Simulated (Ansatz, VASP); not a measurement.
# Two plane-wave programs on Ta2C

```
Ta C
1.0
     2.94054    0.00000    0.00000
    -1.47027    2.54658    0.00000
     0.00000    0.00000    4.79805
Ta C
2 1
Direct
  0.33333 0.66667 0.25288
  0.66667 0.33333 0.74712
  0.00000 0.00000 0.00000
```

Change from the starting cell: strain -0.050 along x and y, -0.025 along z, atoms carried along.

Alike in both runs: task single point; functional PBEsol; k mesh 18 × 18 × 10; occupations gaussian, width 0.15 eV; no spin polarisation.

```csv
,VASP,Ansatz
version,VASP 6.6.1,Ansatz 0.2.0
potentials or method,"VASP PAW PBE potentials, release 64 (Ta_pv, C), cutoff 520 eV","scalar-relativistic, plane waves, PAW"
valence electrons in the cell,26,30
```

VASP gave:

* gap on the k mesh at the Fermi level (eV): none
* pressure (GPa): 49.1
* traceless stress, the component that is largest in VASP (GPa): -6.99
* rms of the force components (eV/Å): 0.663

**Question.** Estimate Ansatz's values.

**Answer.** gap on the k mesh at the Fermi level (eV): none; pressure (GPa): 48.0; traceless stress, the component that is largest in VASP (GPa): -6.96; rms of the force components (eV/Å): 0.628.

VASP's potentials were made for PBE, not for PBEsol. Atom by atom the forces differ by 0.035 eV/Å (rms over components). A gap of «none» marks a metal or a gap that the smearing closes. Both programs put the cell under a high pressure, so it lies far from rest at this level. The functional is the same, so the differences come from potentials, cutoffs and numerics. VASP's potentials hold 26 valence electrons a cell and Ansatz's 30, so a difference there can come from the potentials and not from the codes.

Spin-orbit coupling is off throughout.
